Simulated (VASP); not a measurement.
Here is a VASP 6.6.1 calculation.

INCAR

```
SYSTEM = CuO
ALGO     = Normal         ! electronic algorithm
EDIFF    = 1E-6           ! SCF threshold, eV
ENCUT    = 520            ! plane-wave cutoff, eV
GGA      = PE             ! functional
ISIF     = 2              ! what is computed and relaxed
ISMEAR   = 0              ! smearing method
LASPH    = .TRUE.         ! aspherical terms in the spheres
LCHARG   = .TRUE.         ! write CHGCAR
LELF     = .TRUE.         ! ELF
LREAL    = .FALSE.        ! projectors in reciprocal space
LVHAR    = .TRUE.       
LWAVE    = .FALSE.        ! write WAVECAR
NBANDS   = 25             ! bands
NELM     = 100            ! most SCF steps
PREC     = Accurate       ! precision mode
SIGMA    = 0.014          ! smearing width, eV
```

Contents of KPOINTS:

```
k-points
0
G
  10 10 5
  0 0 0
```

The input POSCAR:

```
CuO
1.0
    2.3418500000     -1.7113000000      0.0000000000
    2.3418500000      1.7113000000      0.0000000000
   -0.8500274268      0.0000000000      5.0578693947
Cu O
2 2
Direct
    0.5000000000      0.0000000000      0.5000000000
    0.0000000000      0.5000000000      0.0000000000
    0.4184000000      0.5816000000      0.7500000000
    0.5816000000      0.4184000000      0.2500000000
```

Potentials or basis: VASP PAW PBE potentials, release 64 (Cu, O).

Launch:

```sh
$ cat potpaw_PBE.64/Cu/POTCAR potpaw_PBE.64/O/POTCAR > POTCAR
$ mpirun -np 1 vasp_std > vasp.out
```

Estimate the band gap on the k mesh.

zero (bands 17 and 18 overlap by 0.60 eV).

Estimate the pressure.

6.4 GPa.

Stress tensor (GPa, compression positive):
```
 6.38  0.00 -1.36
 0.00  7.25  0.00
-1.36  0.00  5.66
```

Caveat: the cell stands under pressure; semilocal functionals often make such compounds metallic where correlation or magnetic order opens a gap, which also shifts bond lengths. With open d or f shells a metallic result of PBE can be an artefact of self-interaction; +U or a hybrid may open a gap.
